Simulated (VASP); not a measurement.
Runs of VASP 6.6.1 on AlNi. The structure is that of space group Pm-3m (No. 221), or close to it. The cells are those of the table. 

```csv
cell,gap on the mesh (eV),pressure (GPa),moment (μB)
"a = 2.860, b = 2.860, c = 2.865 Å, 2 atoms",none,(a),0.00
"a = 2.815, b = 2.815, c = 2.807 Å, 2 atoms",none,(b),0.00
"a = 2.779, b = 2.779, c = 2.760 Å, 2 atoms",none,20.2,0.00
"a = 2.837, b = 2.837, c = 2.833 Å, 2 atoms",none,5.2,0.00
"a = 2.747, b = 2.747, c = 2.722 Å, 2 atoms",none,30.3,0.00
```

Alike in all rows: task single point; level PBEsol; potentials or basis VASP PAW PBE potentials, release 64 (Ni, Al); spin collinear, ferromagnetic start; k mesh 10 × 10 × 9; cutoff (eV) 520; smearing fermi-dirac 0.05 eV.

Task: Estimate the missing entries.

Result: (a) 0.2; (b) 10.2.

Caveats: the PAW data sets were made with another functional, which shifts forces and pressure a little; the cell stands under pressure (at least some runs).

A gap of «none» marks levels without a gap at the run's occupations.
